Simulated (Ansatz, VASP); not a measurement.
## Two plane-wave programs on Cd

```xyz
2
Lattice="2.9509 0.0000 0.0000 -1.4755 2.5556 0.0000 0.0000 0.0000 5.8839" Properties=species:S:1:pos:R:3 pbc="T T T"
Cd    0.0000    1.7037    1.4710
Cd    1.4755    0.8519    4.4129
```

Alike in both runs: task single point; functional r2SCAN; k mesh 10 × 10 × 5; occupations fermi-dirac, width 0.1 eV; no spin polarisation.

```csv
,VASP,Ansatz
version,VASP 6.6.1,Ansatz 0.2.0
potentials or method,"VASP PAW PBE potentials, release 64 (Cd), cutoff 520 eV","plane waves (500 eV) with PAW, scalar-relativistic"
valence electrons in the cell,24,40
```

VASP gave:

* pressure (GPa): 0.5
* traceless stress, the component that is largest in VASP (GPa): -1.64

Q: What did Ansatz give for the same quantities?

A: Pressure (GPa): 0.1; traceless stress, the component that is largest in VASP (GPa): -1.46.

VASP's potentials were made for PBE, not for r2SCAN. VASP's potentials hold 24 valence electrons a cell and Ansatz's 40, so a difference there can come from the potentials and not from the codes.
